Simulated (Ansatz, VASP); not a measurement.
One calculation of SiC, two programs

The input INCAR:

```
SYSTEM = SiC
  ALGO = Normal
  EDIFF = 1E-6
  ENCUT = 520
  GGA = PE
  ISIF = 2
  ISMEAR = 0
  LASPH = .True.
  LCHARG = .False.
  LREAL = .False.
  LWAVE = .False.
  NBANDS = 16
  NELM = 100
  PREC = Accurate
  SIGMA = 0.05
```

KPOINTS

```
k-points
0
Gamma
  12 12 6
  0 0 0
```

File POSCAR:

```
SiC
1.0
    3.1490718908      0.0000000000      0.0000000000
   -1.5745359454      2.7271762558      0.0000000000
    0.0000000000      0.0000000000      4.8917682752
Si C
2 2
Direct
    0.3333333333      0.6666666667      0.0045639005
    0.6666666667      0.3333333333      0.5045639005
    0.3333333333      0.6666666667      0.4102553796
    0.6666666667      0.3333333333      0.9102553796
```

Input for Ansatz:

```yaml
crystal:
  lattice:
    - [3.1490718908, 0.0, 0.0]
    - [-1.5745359454, 2.7271762558, 0.0]
    - [0.0, 0.0, 4.8917682752]
  atoms:
    - { symbol: Si, position: [0.3333333333, 0.6666666667, 0.0045639005] }
    - { symbol: Si, position: [0.6666666667, 0.3333333333, 0.5045639005] }
    - { symbol: C, position: [0.3333333333, 0.6666666667, 0.4102553796] }
    - { symbol: C, position: [0.6666666667, 0.3333333333, 0.9102553796] }
basis:
  ecutwfc: 520.0
kpoints:
  mp_grid: { grid: [12, 12, 6] }
hamiltonian:
  xc: pbe
  pseudopotentials: { kind: paw, azcp: { folder: soft_1 } }
scf:
  occupations: { method: gaussian, width: 0.05 }
output:
  forces: true
  stress: true
  eigenvalues: true
```

Alike in both runs: task single point; functional PBE; k mesh 12 × 12 × 6; occupations gaussian, width 0.05 eV; no spin polarisation.

|  | VASP | Ansatz |
| --- | --- | --- |
| version | VASP 6.6.1 | Ansatz 0.2.0 |
| potentials or method | VASP PAW PBE potentials, release 64 (Si, C), cutoff 520 eV | scalar-relativistic, plane waves, PAW |
| valence electrons in the cell | 16 | 16 |

```tsv
	VASP	Ansatz	Ansatz less VASP
gap on the k mesh at the Fermi level (eV)	1.31	1.31	+0.007
least direct gap on the mesh (eV)	2.80	2.80	-0.002
pressure (GPa)	-0.7	-0.7	+0.03
traceless stress, the component that is largest in VASP (GPa)	8.48	8.39	-0.095
rms of the force components (eV/Å)	0.912	0.910	-0.0017
```

Atom by atom the forces differ by 0.002 eV/Å (rms over components).
